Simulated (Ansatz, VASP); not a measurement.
Two plane-wave programs on Zn3Se

```xyz
8
Lattice="5.2645 0.0000 0.0000 0.0000 5.2645 0.0000 0.0000 0.0000 5.2645" Properties=species:S:1:pos:R:3 pbc="T T T"
Zn    1.3161    0.0000    2.6323
Zn    2.6323    3.9484    0.0000
Zn    3.9484    0.0000    2.6323
Zn    2.6323    1.3161    0.0000
Zn    0.0000    2.6323    3.9484
Zn    0.0000    2.6323    1.3161
Se    0.0000    0.0000    0.0000
Se    2.6323    2.6323    2.6323
```

Change from the starting cell: species swapped into the Ta3Au type (Pm-3n, No. 223).

Alike in both runs: task single point; functional PBE; k mesh 4 × 4 × 4; occupations gaussian, width 0.1 eV; no spin polarisation.

```csv
,VASP,Ansatz
version,VASP 6.6.1,Ansatz 0.2.0
potentials or method,"VASP PAW PBE potentials, release 64 (Zn, Se), cutoff 520 eV","scalar-relativistic, plane waves, PAW"
valence electrons in the cell,84,104
```

|  | VASP | Ansatz | Ansatz less VASP |
| --- | --- | --- | --- |
| gap on the k mesh at the Fermi level (eV) | none | none | - |
| pressure (GPa) | 0.7 | 0.6 | -0.16 |

A gap of «none» marks a metal or a gap that the smearing closes. The functional is the same, so the differences come from potentials, cutoffs and numerics. VASP's potentials hold 84 valence electrons a cell and Ansatz's 104, so a difference there can come from the potentials and not from the codes.
